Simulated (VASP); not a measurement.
Wanted: the native input for a VASP 6.6.1 run.

* Task: single point
* Functional: LDA
* Potentials or basis: VASP PAW LDA potentials, release 64 (Ag)
* Cutoff: 520 eV
* k mesh: 13 × 13 × 13
* Occupations: methfessel-paxton, width 0.05 eV
* Spin: no spin polarisation
* Dipole correction: no
* Further INCAR settings: ALGO = Normal; EDIFF = 1e-06; NBANDS = 12

The structure of Ag lies in POSCAR:

```
Ag
1.0
    2.8273333936      0.0000000000      0.0000000000
    1.4136666968      2.4485425438      0.0000000000
    1.4136666968      0.8161808479      2.3085080490
Ag
1
Direct
    0.0000000000      0.0000000000      0.0000000000
```

The input as run:

INCAR

```
SYSTEM = Ag
  PREC = Accurate
  ENCUT = 520
  EDIFF = 1E-6
  ISMEAR = 1
  SIGMA = 0.05
  LREAL = .FALSE.
  LASPH = .TRUE.
  NELM = 80
  ALGO = Normal
  ISIF = 2
  LWAVE = .FALSE.
  LCHARG = .FALSE.
  GGA = CA
  NBANDS = 12
```

KPOINTS

```
Automatic mesh
0
G
  13 13 13
  0 0 0
```

Potentials or basis: VASP PAW LDA potentials, release 64 (Ag).

Launch:

```sh
$ cat potpaw_LDA.64/Ag/POTCAR > POTCAR
$ mpirun -np 1 vasp_std > vasp.out
```

It gave:

```json
{
 "Pressure": "0.1 GPa"
}
```

Wall time 6.3 s on 1 thread of Intel(R) Xeon(R) Platinum 8488C (Sapphire Rapids), with other jobs on the host, peak memory 0.13 GiB.
